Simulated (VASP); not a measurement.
Pd, 1 atom in the cell. It takes space group Pm-3m (No. 221, cubic). Conventional cell: a = 2.510 Å, b = 2.510 Å, c = 2.510 Å, α = 90.00°, β = 90.00°, γ = 90.00°. Within 3.3 Å of Pd (site symmetry m-3m) lie 6 Pd at 2.51 Å. 

* Program: VASP 6.6.1
* Task: single point
* Functional: PBE
* Potentials or basis: VASP PAW PBE potentials, release 64 (Pd)
* Cutoff: 520 eV
* k mesh: 10 × 10 × 10
* Occupations: gaussian, width 0.1 eV
* Spin: no spin polarisation
* Dipole correction: no
* Further INCAR settings: ALGO = Normal; EDIFF = 1e-07; NBANDS = 11

Potentials or basis: VASP PAW PBE potentials, release 64 (Pd).

Command:

```bash
$ cat potpaw_PBE.64/Pd/POTCAR > POTCAR
$ mpirun -np 1 vasp_std > vasp.out
```

Hardware: 1 thread of Intel Xeon 8259CL, with other jobs on the host.

Question: Estimate the wall time of this run.

Answer: It took 11 s on 1 thread of Intel Xeon 8259CL, with other jobs on the host, peak memory 0.13 GiB. Counts: scf iterations 12, k points 56.
